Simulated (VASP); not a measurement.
# NiGe3 (Fm-3m) in VASP: further runs

NiGe3 is run at these levels: PBE; tasks: single point, relaxation of cell and atoms.

All numbers are computed with VASP 6.6.1; they aren't measurements. Logs are shortened: lines on timing, memory, paths and dates and some standing lists are left out, and cuts for length are marked.

## (1) The cell of the first run

The structure is cubic, space group Fm-3m (No. 225). The conventional cell has a = 6.495 Å, b = 6.495 Å, c = 6.495 Å, α = 90.00°, β = 90.00°, γ = 90.00°. Within 3.7 Å of Ni (site symmetry m-3m) lie 14 Ge at 2.81 to 3.25 Å. Ge (site symmetry -43m) has 4 Ni at 2.81 Å and 10 Ge at 2.81 to 3.25 Å within 3.7 Å. Within 3.7 Å of Ge (site symmetry m-3m) lie 8 Ge at 2.81 Å and 6 Ni at 3.25 Å.

The cell was generated, and may not be a known phase.

## (2) Single point, PBE, collinear spin, ferromagnetic start

INCAR reads:

```
PREC = Accurate
ENCUT = 520
EDIFF = 1E-7
ISMEAR = 0
SIGMA = 0.1
LREAL = False
LASPH = True
NELM = 150
ALGO = Normal
ISIF = 2
LWAVE = False
LCHARG = False
ISPIN = 2
MAGMOM = 2 0 0 0
LORBIT = 11
LMAXMIX = 4
GGA = PE
NBANDS = 38
```

KPOINTS reads:

```
regular mesh
0
Gamma
  4 4 4
```

POSCAR reads:

```
NiGe3
1.0
    0.0000000000      3.2472716800      3.2472716800
    3.2472716800      0.0000000000      3.2472716800
    3.2472716800      3.2472716800      0.0000000000
Ni Ge
1 3
Direct
    0.0000000000      0.0000000000      0.0000000000
    0.2500000000      0.2500000000      0.2500000000
    0.7500000000      0.7500000000      0.7500000000
    0.5000000000      0.5000000000      0.5000000000
```

Potentials or basis: VASP PAW PBE potentials, release 64 (Ni, Ge_d).

Started as:

```
> cat potpaw_PBE.64/Ni/POTCAR potpaw_PBE.64/Ge_d/POTCAR > POTCAR
> mpirun -np 1 vasp_std > vasp.out
```

OUTCAR:

```text
PREC = Accurate
   ENCUT = 520
   EDIFF = 1E-7
   ISMEAR = 0
   LREAL = False
   LASPH = True
   NELM = 150
   ISIF = 2
   ISPIN = 2
   LORBIT = 11
   GGA = PE

 ion  position               nearest neighbor table
   1  0.000  0.000  0.000-   3 2.81   3 2.81   3 2.81   2 2.81   3 2.81   2 2.81   2 2.81   2 2.81

   2  0.250  0.250  0.250-   1 2.81   1 2.81   1 2.81   1 2.81   4 2.81   4 2.81   4 2.81   4 2.81

   3  0.750  0.750  0.750-   4 2.81   4 2.81   4 2.81   1 2.81   4 2.81   1 2.81   1 2.81   1 2.81

   4  0.500  0.500  0.500-   2 2.81   2 2.81   2 2.81   2 2.81   3 2.81   3 2.81   3 2.81   3 2.81

  LATTYP: Found a face centered cubic cell.
 ALAT       =     6.4945433600

  Lattice vectors:

 A1 = (   0.0000000000,   3.2472716800,   3.2472716800)
 A2 = (   3.2472716800,   0.0000000000,   3.2472716800)
 A3 = (   3.2472716800,   3.2472716800,   0.0000000000)

Analysis of symmetry for initial positions (statically):
=====================================================================
 Subroutine PRICEL returns:
 Original cell was already a primitive cell.

 Routine SETGRP: Setting up the symmetry group for a
 face centered cubic supercell.

 Subroutine GETGRP returns: Found 48 space group operations
 (whereof 48 operations were pure point group operations)
 out of a pool of 48 trial point group operations.

The static configuration has the point symmetry O_h .

Analysis of symmetry for dynamics (positions and initial velocities):
=====================================================================
 Subroutine PRICEL returns:
 Original cell was already a primitive cell.

 Routine SETGRP: Setting up the symmetry group for a
 face centered cubic supercell.

 Subroutine GETGRP returns: Found 48 space group operations
 (whereof 48 operations were pure point group operations)
 out of a pool of 48 trial point group operations.

The dynamic configuration has the point symmetry O_h .

Analysis of structural, dynamic, and magnetic symmetry:
=====================================================================
 Subroutine PRICEL returns:
 Original cell was already a primitive cell.

 Routine SETGRP: Setting up the symmetry group for a
 face centered cubic supercell.

 Subroutine GETGRP returns: Found 48 space group operations
 (whereof 48 operations were pure point group operations)
 out of a pool of 48 trial point group operations.

The overall configuration has the point symmetry O_h .

 Subroutine INISYM returns: Found 48 space group operations
 (whereof 48 operations are pure point group operations),
 and found     1 'primitive' translations

----------------------------------------------------------------------------------------

                                     Primitive cell

  volume of cell :      68.4835

  direct lattice vectors                    reciprocal lattice vectors
     0.000000000  3.247271680  3.247271680    -0.153975414  0.153975414  0.153975414
     3.247271680  0.000000000  3.247271680     0.153975414 -0.153975414  0.153975414
     3.247271680  3.247271680  0.000000000     0.153975414  0.153975414 -0.153975414

  length of vectors
     4.592335651  4.592335651  4.592335651     0.266693239  0.266693239  0.266693239

  position of ions in fractional coordinates (direct lattice)
     0.000000000  0.000000000  0.000000000
     0.250000000  0.250000000  0.250000000
     0.750000000  0.750000000  0.750000000
     0.500000000  0.500000000  0.500000000

  ion indices of the primitive-cell ions
   primitive index   ion index
                 1           1
                 2           2
                 3           3
                 4           4

----------------------------------------------------------------------------------------

 KPOINTS: regular mesh

Automatic generation of k-mesh.
 Grid dimensions read from file:
 generate k-points for:    4    4    4

 Generating k-lattice:

  Cartesian coordinates                     Fractional coordinates (reciprocal lattice)
    -0.038493853  0.038493853  0.038493853     0.250000000  0.000000000  0.000000000
     0.038493853 -0.038493853  0.038493853     0.000000000  0.250000000  0.000000000
     0.038493853  0.038493853 -0.038493853     0.000000000  0.000000000  0.250000000

  Length of vectors
     0.066673310  0.066673310  0.066673310

  Shift w.r.t. Gamma in fractional coordinates (k-lattice)
     0.000000000  0.000000000  0.000000000

 Subroutine IBZKPT returns following result:
 ===========================================

 Found      8 irreducible k-points:

 Following reciprocal coordinates:
            Coordinates               Weight
  0.000000  0.000000  0.000000      1.000000
  0.250000  0.000000  0.000000      8.000000
  0.500000  0.000000  0.000000      4.000000
  0.250000  0.250000  0.000000      6.000000
  0.500000  0.250000  0.000000     24.000000
 -0.250000  0.250000  0.000000     12.000000
  0.500000  0.500000  0.000000      3.000000
 -0.250000  0.500000  0.250000      6.000000
   k-points           NKPTS =      8   k-points in BZ     NKDIM =      8   number of bands    NBANDS=     38
   number of dos      NEDOS =    301   number of ions     NIONS =      4
   total plane-waves  NPLWV =  46656
   dimension x,y,z NGX =    36 NGY =   36 NGZ =   36
   dimension x,y,z NGXF=    72 NGYF=   72 NGZF=   72
   ions per type =               1   3
   NGX,Y,Z   is equivalent  to a cutoff of  13.03, 13.03, 13.03 a.u.
   NGXF,Y,Z  is equivalent  to a cutoff of  26.06, 26.06, 26.06 a.u.
 SYSTEM =  unknown system
   PREC   = accura    normal or accurate (medium, high low for compatibility)
   ISTART =      0    job   : 0-new  1-cont  2-samecut
   ICHARG =      2    charge: 1-file 2-atom 10-const
   ISPIN  =      2    spin polarized calculation?
   LNONCOLLINEAR =      F non collinear calculations
   LSORBIT =      F    spin-orbit coupling
   LASPH  =      T    aspherical Exc in radial PAW
   ENCUT  =  520.0 eV  38.22 Ry    6.18 a.u.   8.54  8.54  8.54*2*pi/ulx,y,z
   NELM   =    150;   NELMIN=  2; NELMDL= -5     # of ELM steps
   EDIFF  = 0.1E-06   stopping-criterion for ELM
   LREAL  =      F    real-space projection
   EDIFFG = 0.1E-05   stopping-criterion for IOM
   NSW    =      0    number of steps for IOM
   IBRION =     -1    ionic relax: 0-MD 1-quasi-New 2-CG
   NFREE  =      0    steps in history (QN), initial steepest desc. (CG)
   ISIF   =      2    stress and relaxation
   ISYM   =      2    0-nonsym 1-usesym 2-fastsym
   POTIM  = 0.5000    time-step for ionic-motion
   TEBEG  =    0.0;   TEEND  =   0.0 temperature during run
   PSTRESS=    0.0 pullay stress
   NELECT =      52.0000    total number of electrons
   NUPDOWN=      -1.0000    fix difference up-down
   EMIN   =  10.00;   EMAX   =-10.00  energy-range for DOS
   EFERMI =   0.00;   METHOD = LEGACY
   ISMEAR =     0;   SIGMA  =   0.10  broadening in eV -4-tet -1-fermi 0-gaus
   EFERMI_NEDOS =   21; number of points for ismear=-14 and -15
   IALGO  =     38    algorithm
   IMIX   =      4    mixing-type and parameters
     AMIX     =   0.40;   BMIX     =  1.00
     AMIX_MAG =   1.60;   BMIX_MAG =  1.00
  volume/ion in A,a.u.               =      17.12       115.54
  Fermi-wavevector in a.u.,A,eV,Ry     =   1.493530  2.822363 30.349594  2.230632
  Thomas-Fermi vector in A             =   2.605919
   LORBIT       =     11    0 simple, 1 ext, 2 COOP (PROOUT), +10 PAW based schemes
   GGA     = PE    functional components
   LHFCALC =     F    Hartree Fock is set to
   AEXX    =    0.0000 exact exchange contribution
   IVDW    =     0    specifies the selected vdW correction
   LEPSILON=     F    determine dielectric tensor
   LRPA    =     F    only Hartree local field effects (RPA)
 spin polarized calculation
 Gauss-broadening in eV      SIGMA  =   0.10
  energy-cutoff  :      520.00
  volume of cell :       68.48
 maximum number of plane-waves:      1859
 NGX is ok and might be reduce to    36
   NGX = 17   NGY = 17   NGZ = 17

 number of electron      51.9999999 magnetization       0.0012625

 Free energy of the ion-electron system (eV)
  ---------------------------------------------------
  ext. energy  EPLUGINS =         0.00000000
  ---------------------------------------------------
  free energy    TOTEN  =       -17.69409232 eV

  energy without entropy =      -17.66448524  energy(sigma->0) =      -17.67928878

 E-fermi :   7.0002     XC(G=0): -11.5557

 val. band max:        6.8617431741   @ k =  -0.2500   0.5000   0.2500
 cond. band min:       7.0303438878   @ k =   0.5000   0.2500   0.0000
 fundamental gap:      0.1686007136
 Fermi energy:         7.0001564757

 spin component 1

 k-point     1 :       0.0000    0.0000    0.0000
  band No.  band energies     occupation
      1     -17.7398      1.00000
      2     -17.7398      1.00000
      3     -17.7398      1.00000
      4     -17.7247      1.00000
      5     -17.7247      1.00000
      6     -17.5927      1.00000
[... 30 lines left out ...]
     37      19.9676      0.00000
     38      19.9676      0.00000
[... 285 lines left out ...]
     37      19.6098      0.00000
     38      19.6098      0.00000
 Fermi energy:         7.0001564757

 spin component 2

 k-point     1 :       0.0000    0.0000    0.0000
  band No.  band energies     occupation
      1     -17.7398      1.00000
      2     -17.7398      1.00000
      3     -17.7398      1.00000
      4     -17.7247      1.00000
      5     -17.7247      1.00000
      6     -17.5926      1.00000
[... 30 lines left out ...]
     37      19.9677      0.00000
     38      19.9677      0.00000
[... 285 lines left out ...]
     37      19.6101      0.00000
     38      19.6101      0.00000

------------------------ aborting loop because EDIFF is reached ----------------------------------------

  FORCE on cell =-STRESS in cart. coord.  units (eV):
  Direction    XX          YY          ZZ          XY          YZ          ZX
  --------------------------------------------------------------------------------------
  -------------------------------------------------------------------------------------
  Total       -1.0720453     -1.0720453     -1.0720453     -0.0000000      0.0000000      0.0000000
  in kB      -25.0805951    -25.0805951    -25.0805951     -0.0000000      0.0000000      0.0000000
  external PRESSURE =     -25.0805951 kB  Pullay stress =       0.0000000 kB

 VOLUME and BASIS-vectors are now :
 -----------------------------------------------------------------------------
  energy-cutoff  :      520.00
  volume of cell :       68.48
      direct lattice vectors                 reciprocal lattice vectors
     0.000000000  3.247271680  3.247271680    -0.153975414  0.153975414  0.153975414
     3.247271680  0.000000000  3.247271680     0.153975414 -0.153975414  0.153975414
     3.247271680  3.247271680  0.000000000     0.153975414  0.153975414 -0.153975414

 POSITION                                       TOTAL-FORCE (eV/Angst)
 -----------------------------------------------------------------------------------
      0.00000      0.00000      0.00000        -0.000000     -0.000000      0.000000
      1.62364      1.62364      1.62364         0.000000      0.000000     -0.000000
      4.87091      4.87091      4.87091        -0.000000      0.000000      0.000000
      3.24727      3.24727      3.24727        -0.000000     -0.000000      0.000000
 -----------------------------------------------------------------------------------
    total drift:                                0.000000      0.000000      0.000000

  FREE ENERGIE OF THE ION-ELECTRON SYSTEM (eV)
  ---------------------------------------------------
  free  energy   TOTEN  =       -17.6940923243 eV

  energy  without entropy=      -17.6644852392  energy(sigma->0) =      -17.67928878

 total charge

# of ion       s       p       d       tot
------------------------------------------
    1        0.352   0.265   8.399   9.016
    2        1.258   0.910  10.031  12.199
    3        1.258   0.910  10.031  12.199
    4        1.276   0.906  10.038  12.220
--------------------------------------------------
tot          4.145   2.991  38.498  45.634

 magnetization (x)

# of ion       s       p       d       tot
------------------------------------------
    1        0.000   0.000   0.000   0.001
    2        0.000   0.000   0.000   0.000
    3        0.000   0.000   0.000   0.000
    4        0.000   0.000   0.000   0.000
--------------------------------------------------
tot          0.000   0.000   0.000   0.001
```

Run time: 49 s. Hardware: 1 thread of AMD EPYC 9R45 (Zen 5), shared host; peak memory 0.21 GiB.

Results:

| Property | Result |
| --- | --- |
| Free energy | -17.6941 eV |
| Pressure | -2.5 GPa |
| Band gap on the k mesh | zero (filled and empty bands overlap) |
| Net moment | 0.00 μB per cell |
| Valence electrons inside the program's atomic spheres | Ni 9.02; Ge 12.20, 12.22 (each value once) |

Levels at points of the mesh, in eV from the Fermi level:
Spin up:
```csv
k point,band 23,band 24,band 25,band 26,band 27,band 28,band 29,band 30
"(0.00, 0.00, 0.00)",-1.45,-1.08,-1.08,-1.08,0.65,0.65,0.65,2.08
"(0.50, 0.00, 0.00)",-1.45,-1.15,-1.15,-0.23,-0.20,-0.20,3.30,4.39
"(0.50, 0.50, 0.00)",-1.49,-1.30,-1.05,-0.71,3.99,4.15,4.15,5.27
```
Spin down:
```csv
k point,band 24,band 25,band 26,band 27,band 28,band 29
"(0.00, 0.00, 0.00)",-1.08,-1.08,-1.08,0.65,0.65,0.65
"(0.50, 0.00, 0.00)",-1.15,-1.15,-0.23,-0.20,-0.20,3.30
"(0.50, 0.50, 0.00)",-1.30,-1.05,-0.70,3.99,4.15,4.15
```

Caveat: the k points lie up to 0.42 Å⁻¹ apart; the moments typed at the start vanished in this run.

## (3) Single point, PBE

This run uses another cell than the first one, of 16.50 Å³/atom.

INCAR reads:

```
SYSTEM = NiGe3
ALGO = Normal ; EDIFF = 1E-6
ENCUT = 520 ; GGA = PE
ISIF = 2 ; ISMEAR = 0
LASPH = .True. ; LCHARG = .False.
LREAL = .False. ; LWAVE = .False.
NBANDS = 34 ; NELM = 80
PREC = Accurate ; SIGMA = 0.1
```

KPOINTS reads:

```
k-points
0
Gamma
  12 12 12
  0 0 0
```

POSCAR reads:

```
NiGe3
1.0
    0.0000000000      3.2073824497      3.2073824497
    3.2073824497      0.0000000000      3.2073824497
    3.2073824497      3.2073824497      0.0000000000
Ni Ge
1 3
Direct
    0.0000000000      0.0000000000      0.0000000000
    0.2500000000      0.2500000000      0.2500000000
    0.7500000000      0.7500000000      0.7500000000
    0.5000000000      0.5000000000      0.5000000000
```

Potentials or basis: VASP PAW PBE potentials, release 64 (Ni, Ge_d).

Started as:

```
> cat potpaw_PBE.64/Ni/POTCAR potpaw_PBE.64/Ge_d/POTCAR > POTCAR
> mpirun -np 1 vasp_std > vasp.out
```

Run time: 2 min. Hardware: 1 thread of AMD EPYC 9R45 (Zen 5), shared host; peak memory 0.26 GiB.

It converged, with:

```yaml
Free_energy: -17.8928 eV
Pressure: 0.1 GPa
Band_gap_on_the_k_mesh: zero (bands 26 and 27 overlap by 0.70 eV)
```

Levels at points of the mesh, in eV from the Fermi level:
| k point | band 22 | band 23 | band 24 | band 25 | band 26 | band 27 | band 28 | band 29 | band 30 | band 31 |
| --- | --- | --- | --- | --- | --- | --- | --- | --- | --- | --- |
| (0.00, 0.00, 0.00) | -1.57 | -1.57 | -1.26 | -1.26 | -1.26 | 0.61 | 0.61 | 0.61 | 2.00 | 2.00 |
| (0.50, 0.00, 0.00) | -1.57 | -1.57 | -1.33 | -1.33 | -0.26 | -0.26 | -0.22 | 3.41 | 4.48 | 5.56 |
| (0.50, 0.50, 0.00) | -1.61 | -1.61 | -1.41 | -1.12 | -0.75 | 4.13 | 4.19 | 4.19 | 5.31 | 5.31 |

Spin polarisation is off, so any magnetic state and its effect on volume and gap are missing.

## (4) Relaxation of cell and atoms, PBE

INCAR reads:

```
PREC = Accurate
ENCUT = 600
EDIFF = 1E-6
ISMEAR = 0
SIGMA = 0.1
LREAL = F
LASPH = T
NELM = 60
ALGO = Normal
ISIF = 3
LWAVE = F
LCHARG = F
GGA = PE
IBRION = 2
NSW = 100
EDIFFG = -0.01
```

KPOINTS reads:

```
regular mesh
0
Gamma
  12 12 12
```

POSCAR reads:

```
NiGe3
1.0
    0.0000000000      3.2472716800      3.2472716800
    3.2472716800      0.0000000000      3.2472716800
    3.2472716800      3.2472716800      0.0000000000
Ni Ge
1 3
Direct
    0.0000000000      0.0000000000      0.0000000000
    0.2500000000      0.2500000000      0.2500000000
    0.7500000000      0.7500000000      0.7500000000
    0.5000000000      0.5000000000      0.5000000000
```

Started as:

```
> cat potpaw_PBE.64/Ni/POTCAR potpaw_PBE.64/Ge_d/POTCAR > POTCAR
> mpirun -np 1 vasp_std > vasp.out
```

It took 5.9 min on 1 thread of AMD EPYC 9R45 (Zen 5), shared host; peak memory 0.32 GiB.

Results (log left out):

| Property | Result |
| --- | --- |
| Free energy | -17.8932 eV |
| Relaxed volume | 16.51 Å³/atom |
| Relaxed cell | a = 4.537 Å, b = 4.537 Å, c = 4.537 Å, α = 60.00°, β = 60.00°, γ = 60.00° |
| Space group after relaxing (to 0.1 Å) | Fm-3m (No. 225) |
| Energy gained by relaxing | 5.5 meV/atom |
| Ionic steps | 3 |
| Pressure after relaxing | -0.1 GPa |
| Band gap on the k mesh | zero (bands 26 and 27 overlap by 0.70 eV) |

Step by step:
```csv
step,energy change (eV),largest force (eV/Å),pressure (GPa),volume (Å³)
1,0.0000,0.0000,-2.76,68.48
2,-0.0213,0.0000,0.58,65.60
3,-0.0221,0.0000,-0.05,66.03
```

Final structure:
```xyz
4
Lattice="0.0000 3.2081 3.2081 3.2081 0.0000 3.2081 3.2081 3.2081 0.0000" Properties=species:S:1:pos:R:3 pbc="T T T"
Ni    0.0000    0.0000    0.0000
Ge    1.6040    1.6040    1.6040
Ge    4.8121    4.8121    4.8121
Ge    3.2081    3.2081    3.2081
```

Levels at points of the mesh, in eV from the Fermi level:
| k point | band 24 | band 25 | band 26 | band 27 | band 28 | band 29 |
| --- | --- | --- | --- | --- | --- | --- |
| (0.00, 0.00, 0.00) | -1.26 | -1.26 | -1.26 | 0.61 | 0.61 | 0.61 |
| (0.50, 0.00, 0.00) | -1.33 | -1.33 | -0.26 | -0.26 | -0.22 | 3.40 |
| (0.50, 0.50, 0.00) | -1.41 | -1.12 | -0.75 | 4.13 | 4.19 | 4.19 |

Spin polarisation is off, so any magnetic state and its effect on volume and gap are missing.

The gap in the log of VASP goes by the Fermi energy; the results here count the filled bands.